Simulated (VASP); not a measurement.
# GdO3H3 (Gd(OH)3): single point with PBE+U

The system is GdO3H3 (Gd(OH)3), in a box.

```
Gd O H
1.0
    13.54000    0.00000    0.00000
     0.00000   14.24000    0.00000
     0.00000    0.00000    9.14000
Gd O H
1 3 3
Cartesian
  6.0118 7.1185 4.5000
  8.0816 7.1185 4.5769
  9.0353 7.1185 4.6399
  4.9769 8.9109 4.5769
  4.5000 9.7369 4.6399
  4.9769 5.3260 4.5769
  4.5000 4.5000 4.6399
```

* Program: VASP 6.6.1
* Task: single point
* Functional: PBE
* Potentials or basis: VASP PAW PBE potentials, release 64 (Gd, O, H)
* Cutoff: 520 eV
* k mesh: 1 × 1 × 1
* Occupations: gaussian, width 0.01 eV
* Spin: collinear spin, ferromagnetic start
* Starting moments: [7.0, 0.0, 0.0, 0.0, 0.0, 0.0, 0.0] μB
* Hubbard terms: Gd f U = 5.0 eV

```yaml
Largest_force: 0.479 eV/Å
Gap_between_the_frontier_levels: 3.79 eV
Net_moment: 7.00 μB per cell
Site_moments: Gd +6.83; O -0.01; H -0.00 μB
Valence_electrons_inside_the_program's_atomic_spheres: Gd 15.24; O 5.13; H 0.77
```

Forces in eV/Å, atoms in the order of the input:
```
Gd   0.007  0.000 -0.039
O   -0.317  0.000 -0.020
O    0.153 -0.268 -0.019
O    0.153  0.268 -0.019
H    0.478  0.000  0.033
H   -0.237  0.413  0.033
H   -0.237 -0.413  0.033
```

Levels at points of the mesh, in eV from the valence-band top:
Spin up:
| k point | band 21 | band 22 | band 23 | band 24 | band 25 | band 26 |
| --- | --- | --- | --- | --- | --- | --- |
| (0.00, 0.00, 0.00) | -0.44 | -0.24 | 0.00 | 3.79 | 5.64 | 5.98 |
Spin down:
```csv
k point,band 13,band 14,band 15,band 16,band 17,band 18,band 19,band 20
"(0.00, 0.00, 0.00)",-0.41,-0.41,-0.30,-0.19,4.15,5.46,5.48,5.48
```

Eigenvalues of the final occupation matrices:
| site | spin | trace | eigenvalues |
| --- | --- | --- | --- |
| site 1 f | 1 | 6.96 | 0.99 0.99 0.99 0.99 0.99 1.00 1.00 |
| site 1 f | 2 | 0.08 | 0.01 0.01 0.01 0.01 0.01 0.02 0.02 |

Run time: 11 min on 1 thread of Intel(R) Xeon(R) 6975P-C (Granite Rapids), with other jobs on the host, peak memory 2 GiB.

Caveat: spin-orbit coupling is left out, which moves the levels of the heavy elements. The state reached can hang on the start; a lower one may exist.
